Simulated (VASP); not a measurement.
# Si in VASP: a series of runs

Runs on Si. Level: PBE+D3(BJ). Tasks: single point.

Program: VASP 6.6.1. These are calculated values, not measurements. Logs are shortened: lines on timing, memory, paths and dates and some standing lists are left out, and cuts for length are marked.

## (1) The cell of the first run

The cell holds a slab with vacuum, 4 atoms: a = 3.848 Å, b = 3.848 Å, c = 18.442 Å, α = 90.00°, β = 90.00°, γ = 120.00°.

## (2) Single point, PBE+D3(BJ) (layers slid over each other)

The input, INCAR:

```
SYSTEM = Si
PREC = Accurate
ENCUT = 520
EDIFF = 1E-6
ISMEAR = 0
SIGMA = 0.1
LREAL = .FALSE.
LASPH = .TRUE.
NELM = 100
ALGO = Normal
ISIF = 2
LWAVE = .FALSE.
LCHARG = .FALSE.
LDIPOL = .TRUE.
IDIPOL = 3
DIPOL = 0.5 0.5 0.374
GGA = PE
IVDW = 12
NBANDS = 16
```

The input, KPOINTS:

```
regular mesh
0
G
  9 9 1
  0 0 0
```

The input, POSCAR:

```
Si
1.0
    3.8475254730      0.0000000000      0.0000000000
   -1.9237627365      3.3320548013      0.0000000000
    0.0000000000      0.0000000000     18.4415958255
Si
4
Direct
    0.3333333333      0.6666666667      0.2695427207
    0.6666666667      0.3333333333      0.2440135899
    0.1666666667      1.6666666667      0.5038390340
    0.5000000000      1.3333333333      0.4783099031
```

Potentials or basis: VASP PAW PBE potentials, release 64 (Si).

On the command line:

```sh
$ cat potpaw_PBE.64/Si/POTCAR > POTCAR
$ mpirun -np 1 vasp_std > vasp.out
```

OUTCAR:

```text
SYSTEM = Si
   PREC = Accurate
   ENCUT = 520
   EDIFF = 1E-6
   ISMEAR = 0
   LREAL = .FALSE.
   LASPH = .TRUE.
   NELM = 100
   ISIF = 2
   GGA = PE
   IVDW = 12
 IVDW          = 12

 ion  position               nearest neighbor table
   1  0.333  0.667  0.270-   2 2.27   2 2.27   2 2.27
   2  0.667  0.333  0.244-   1 2.27   1 2.27   1 2.27
   3  0.167  0.667  0.504-   4 2.27   4 2.27   4 2.27
   4  0.500  0.333  0.478-   3 2.27   3 2.27   3 2.27

  LATTYP: Found a hexagonal cell.
 ALAT       =     3.8475254730
 C/A-ratio  =     4.7931055830

  Lattice vectors:

 A1 = (   3.8475254730,   0.0000000000,   0.0000000000)
 A2 = (  -1.9237627365,   3.3320548013,   0.0000000000)
 A3 = (   0.0000000000,   0.0000000000,  18.4415958255)

Analysis of symmetry for initial positions (statically):
=====================================================================
 Subroutine PRICEL returns:
 Original cell was already a primitive cell.

 Routine SETGRP: Setting up the symmetry group for a
 hexagonal supercell.

 Subroutine GETGRP returns: Found  2 space group operations
 (whereof  1 operations were pure point group operations)
 out of a pool of 24 trial point group operations.

The static configuration has the point symmetry C_1 .
 The point group associated with its full space group is S_2 .

Analysis of symmetry for dynamics (positions and initial velocities):
=====================================================================
 Subroutine PRICEL returns:
 Original cell was already a primitive cell.

 Routine SETGRP: Setting up the symmetry group for a
 hexagonal supercell.

 Subroutine GETGRP returns: Found  2 space group operations
 (whereof  1 operations were pure point group operations)
 out of a pool of 24 trial point group operations.

The dynamic configuration has the point symmetry C_1 .
 The point group associated with its full space group is S_2 .

 Subroutine INISYM returns: Found  2 space group operations
 (whereof  1 operations are pure point group operations),
 and found     1 'primitive' translations

----------------------------------------------------------------------------------------

                                     Primitive cell

  volume of cell :     236.4243

  direct lattice vectors                    reciprocal lattice vectors
     3.847525473  0.000000000  0.000000000     0.259907311  0.150057556  0.000000000
    -1.923762737  3.332054801  0.000000000     0.000000000  0.300115112  0.000000000
     0.000000000  0.000000000 18.441595825     0.000000000  0.000000000  0.054225242

  length of vectors
     3.847525473  3.847525473 18.441595825     0.300115112  0.300115112  0.054225242

  position of ions in fractional coordinates (direct lattice)
     0.333333333  0.666666667  0.269542721
     0.666666667  0.333333333  0.244013590
     0.166666667  0.666666667  0.503839034
     0.500000000  0.333333333  0.478309903

  ion indices of the primitive-cell ions
   primitive index   ion index
                 1           1
                 2           2
                 3           3
                 4           4

----------------------------------------------------------------------------------------

 KPOINTS: regular mesh

Automatic generation of k-mesh.
 Grid dimensions read from file:
 generate k-points for:    9    9    1

 Generating k-lattice:

  Cartesian coordinates                     Fractional coordinates (reciprocal lattice)
     0.028878590  0.016673062  0.000000000     0.111111111  0.000000000  0.000000000
     0.000000000  0.033346124  0.000000000     0.000000000  0.111111111  0.000000000
     0.000000000  0.000000000  0.054225242     0.000000000  0.000000000  1.000000000

  Length of vectors
     0.033346124  0.033346124  0.054225242

  Shift w.r.t. Gamma in fractional coordinates (k-lattice)
     0.000000000  0.000000000  0.000000000

 Subroutine IBZKPT returns following result:
 ===========================================

 Found     41 irreducible k-points:

 Following reciprocal coordinates:
            Coordinates               Weight
  0.000000  0.000000  0.000000      1.000000
  0.111111  0.000000  0.000000      2.000000
  0.000000  0.111111  0.000000      2.000000
 -0.111111  0.111111  0.000000      2.000000
  0.222222  0.000000  0.000000      2.000000
  0.000000  0.222222  0.000000      2.000000
[... 16 lines left out ...]
  0.333333  0.111111  0.000000      2.000000
 -0.111111  0.444444  0.000000      2.000000
 [... further k-points ...]
   k-points           NKPTS =     41   k-points in BZ     NKDIM =     41   number of bands    NBANDS=     16
   number of dos      NEDOS =    301   number of ions     NIONS =      4
   total plane-waves  NPLWV = 126000
   dimension x,y,z NGX =    30 NGY =   30 NGZ =  140
   dimension x,y,z NGXF=    60 NGYF=   60 NGZF=  280
   ions per type =               4
   NGX,Y,Z   is equivalent  to a cutoff of  12.96, 12.96, 12.62 a.u.
   NGXF,Y,Z  is equivalent  to a cutoff of  25.93, 25.93, 25.24 a.u.
 SYSTEM =  Si
   PREC   = accura    normal or accurate (medium, high low for compatibility)
   ISTART =      0    job   : 0-new  1-cont  2-samecut
   ICHARG =      2    charge: 1-file 2-atom 10-const
   ISPIN  =      1    spin polarized calculation?
   LNONCOLLINEAR =      F non collinear calculations
   LSORBIT =      F    spin-orbit coupling
   LASPH  =      T    aspherical Exc in radial PAW
   ENCUT  =  520.0 eV  38.22 Ry    6.18 a.u.   7.15  7.15 34.29*2*pi/ulx,y,z
   NELM   =    100;   NELMIN=  2; NELMDL= -5     # of ELM steps
   EDIFF  = 0.1E-05   stopping-criterion for ELM
   LREAL  =      F    real-space projection
   EDIFFG = 0.1E-04   stopping-criterion for IOM
   NSW    =      0    number of steps for IOM
   IBRION =     -1    ionic relax: 0-MD 1-quasi-New 2-CG
   NFREE  =      0    steps in history (QN), initial steepest desc. (CG)
   ISIF   =      2    stress and relaxation
   ISYM   =      2    0-nonsym 1-usesym 2-fastsym
   POTIM  = 0.5000    time-step for ionic-motion
   TEBEG  =    0.0;   TEEND  =   0.0 temperature during run
   PSTRESS=    0.0 pullay stress
   NELECT =      16.0000    total number of electrons
   NUPDOWN=      -1.0000    fix difference up-down
   EMIN   =  10.00;   EMAX   =-10.00  energy-range for DOS
   EFERMI =   0.00;   METHOD = LEGACY
   ISMEAR =     0;   SIGMA  =   0.10  broadening in eV -4-tet -1-fermi 0-gaus
   EFERMI_NEDOS =   21; number of points for ismear=-14 and -15
   IALGO  =     38    algorithm
   IMIX   =      4    mixing-type and parameters
     AMIX     =   0.40;   BMIX     =  1.00
     AMIX_MAG =   1.60;   BMIX_MAG =  1.00
  volume/ion in A,a.u.               =      59.11       398.87
  Fermi-wavevector in a.u.,A,eV,Ry     =   0.667141  1.260713  6.055637  0.445077
  Thomas-Fermi vector in A             =   1.741657
   LORBIT       =      0    0 simple, 1 ext, 2 COOP (PROOUT), +10 PAW based schemes
   GGA     = PE    functional components
   LHFCALC =     F    Hartree Fock is set to
   AEXX    =    0.0000 exact exchange contribution
   IVDW    =    12    specifies the selected vdW correction
   LEPSILON=     F    determine dielectric tensor
   LRPA    =     F    only Hartree local field effects (RPA)
 non-spin polarized calculation
 Gauss-broadening in eV      SIGMA  =   0.10
  energy-cutoff  :      520.00
  volume of cell :      236.42
 maximum number of plane-waves:      6399
 NGX is ok and might be reduce to    30
   NGX = 15   NGY = 15   NGZ = 69

 dipolmoment           0.000000      0.000000      0.000012 electrons x Angstroem

 number of electron      16.0000001 magnetization

 dipolmoment           0.000000      0.000000     -0.000003 electrons x Angstroem

 Free energy of the ion-electron system (eV)
  ---------------------------------------------------
  ext. energy  EPLUGINS =         0.00000000
  ---------------------------------------------------
  free energy    TOTEN  =       -19.14580968 eV

  energy without entropy =      -19.14579965  energy(sigma->0) =      -19.14580467

 E-fermi :  -1.0781     XC(G=0):  -4.2082

 val. band max:       -1.3335412072   @ k =   0.2222   0.3333   0.0000
 cond. band min:      -0.8383378898   @ k =   0.4444   0.4444   0.0000
 fundamental gap:      0.4952033174
 Fermi energy:        -1.0780699755

 k-point     1 :       0.0000    0.0000    0.0000
  band No.  band energies     occupation
      1     -12.1820      2.00000
      2     -12.0587      2.00000
      3      -4.6973      2.00000
      4      -3.7309      2.00000
      5      -2.2290      2.00000
      6      -2.2162      2.00000
[... 8 lines left out ...]
     15       2.0747      0.00000
     16       2.5661      0.00000

 k-point     2 :       0.1111    0.0000    0.0000
  band No.  band energies     occupation
      1     -12.0363      2.00000
      2     -11.9134      2.00000
      3      -4.5851      2.00000
      4      -3.7055      2.00000
      5      -3.1715      2.00000
      6      -3.1089      2.00000
[... 8 lines left out ...]
     15       2.5750      0.00000
     16       2.6312      0.00000

 k-point     3 :       0.0000    0.1111    0.0000
  band No.  band energies     occupation
      1     -12.0362      2.00000
      2     -11.9134      2.00000
      3      -4.5821      2.00000
      4      -3.7140      2.00000
      5      -3.1518      2.00000
      6      -3.1254      2.00000
[... 8 lines left out ...]
     15       2.5755      0.00000
     16       2.6342      0.00000
[... 362 lines left out ...]
 k-point    23 :       0.3333    0.1111    0.0000
  band No.  band energies     occupation
      1     -10.4010      2.00000
      2     -10.2829      2.00000
      3      -7.4282      2.00000
      4      -7.3429      2.00000
      5      -4.1283      2.00000
      6      -4.0423      2.00000
[... 8 lines left out ...]
     15       4.8265      0.00000
     16       5.2114      0.00000

 k-point    24 :      -0.1111    0.4444    0.0000
  band No.  band energies     occupation
      1     -10.3992      2.00000
      2     -10.2831      2.00000
      3      -7.4384      2.00000
      4      -7.3358      2.00000
      5      -4.1217      2.00000
      6      -4.0485      2.00000
[... 8 lines left out ...]
     15       4.8040      0.00000
     16       5.1224      0.00000

 [... further k-points ...]

------------------------ aborting loop because EDIFF is reached ----------------------------------------

 vacuum level on the upper side and lower side of the slab       (xc-potential included)        -0.146        -0.151

 Edisp (eV)   -0.98553

 E8    (eV) :    -0.4189

  FORCE on cell =-STRESS in cart. coord.  units (eV):
  Direction    XX          YY          ZZ          XY          YZ          ZX
  --------------------------------------------------------------------------------------
  -------------------------------------------------------------------------------------
  Total      -0.20131    -0.22557    -0.53825     0.01420     0.05136    -0.19678
  in kB      -1.36423    -1.52860    -3.64753     0.09620     0.34804    -1.33354
  external pressure =       -2.18 kB  Pullay stress =        0.00 kB

 VOLUME and BASIS-vectors are now :
 -----------------------------------------------------------------------------
  energy-cutoff  :      520.00
  volume of cell :      236.42
      direct lattice vectors                 reciprocal lattice vectors
     3.847525473  0.000000000  0.000000000     0.259907311  0.150057556  0.000000000
    -1.923762737  3.332054801  0.000000000     0.000000000  0.300115112  0.000000000
     0.000000000  0.000000000 18.441595825     0.000000000  0.000000000  0.054225242

 POSITION                                       TOTAL-FORCE (eV/Angst)
 -----------------------------------------------------------------------------------
     -0.00000      2.22137      4.97080         0.025820     -0.016890      0.117872
      1.92376      1.11068      4.50000         0.020345      0.002863      0.012838
     -0.64125      2.22137      9.29160        -0.020345     -0.002863     -0.012838
      1.28251      1.11068      8.82080        -0.025820      0.016890     -0.117872
 -----------------------------------------------------------------------------------
    total drift:                                0.000000      0.000000     -0.000033

  FREE ENERGIE OF THE ION-ELECTRON SYSTEM (eV)
  ---------------------------------------------------
  free  energy   TOTEN  =       -20.1313353526 eV

  energy  without entropy=      -20.1313253278  energy(sigma->0) =      -20.13133034

 vacuum level on the upper side and lower side of the slab         3.520         3.520
```

Wall time 3.4 min (1 thread of Intel Xeon Platinum 8488C (Sapphire Rapids), shared host); peak memory 0.4 GiB.

Results:

- Free energy: -20.1313 eV
- Largest force: 0.122 eV/Å
- Band gap on the k mesh: 0.50 eV (least direct gap 0.64 eV)
- Dispersion energy per atom: -0.246 eV

Forces on the atoms (eV/Å):
```
Si   0.026 -0.017  0.118
Si   0.020  0.003  0.013
Si  -0.020 -0.003 -0.013
Si  -0.026  0.017 -0.118
```

Caveat: the cell differs from its parent crystal (layers slid over each other).

## (3) Single point, PBE+D3(BJ) (layers slid over each other)

The input, INCAR:

```
SYSTEM = Si
  PREC = Accurate
  ENCUT = 520
  EDIFF = 1E-7
  ISMEAR = 0
  SIGMA = 0.1
  LREAL = .False.
  LASPH = .True.
  NELM = 80
  ALGO = Normal
  ISIF = 2
  LWAVE = .False.
  LCHARG = .False.
  LDIPOL = .True.
  IDIPOL = 3
  DIPOL = 0.5 0.5 0.374
  GGA = PE
  IVDW = 12
  NBANDS = 16
```

The input, KPOINTS:

```
Automatic mesh
0
Gamma
  9 9 1
  0 0 0
```

Changes to POSCAR since step 2:

```diff
@@ -10,3 +10,3 @@
     0.6666666667      0.3333333333      0.2440135899
-    0.1666666667      1.6666666667      0.5038390340
-    0.5000000000      1.3333333333      0.4783099031
+    0.5000000000      1.3333333333      0.5038390340
+    0.8333333333      1.0000000000      0.4783099031
```

Potentials or basis: VASP PAW PBE potentials, release 64 (Si).

On the command line:

```sh
$ cat potpaw_PBE.64/Si/POTCAR > POTCAR
$ mpirun -np 1 vasp_std > vasp.out
```

Run time: 4.6 min. Hardware: 1 thread of Intel Xeon Platinum 8488C (Sapphire Rapids), shared host; peak memory 0.39 GiB.

The run converged. Its results:

- Free energy: -20.1511 eV
- Largest force: 0.150 eV/Å
- Band gap on the k mesh: 0.32 eV
- Dispersion energy per atom: -0.247 eV

Forces in eV/Å, atoms in the order of the input:
```
Si   0.021  0.011  0.148
Si  -0.009  0.001  0.044
Si   0.009 -0.001 -0.044
Si  -0.021 -0.011 -0.148
```

Levels at points of the mesh, in eV from the valence-band top:
| k point | band 4 | band 5 | band 6 | band 7 | band 8 | band 9 | band 10 | band 11 | band 12 | band 13 |
| --- | --- | --- | --- | --- | --- | --- | --- | --- | --- | --- |
| (0.00, 0.00, 0.00) | -2.54 | -1.01 | -1.01 | -0.99 | -0.97 | 2.22 | 2.27 | 2.43 | 3.19 | 3.22 |

Caveat: the cell differs from its parent crystal (layers slid over each other).
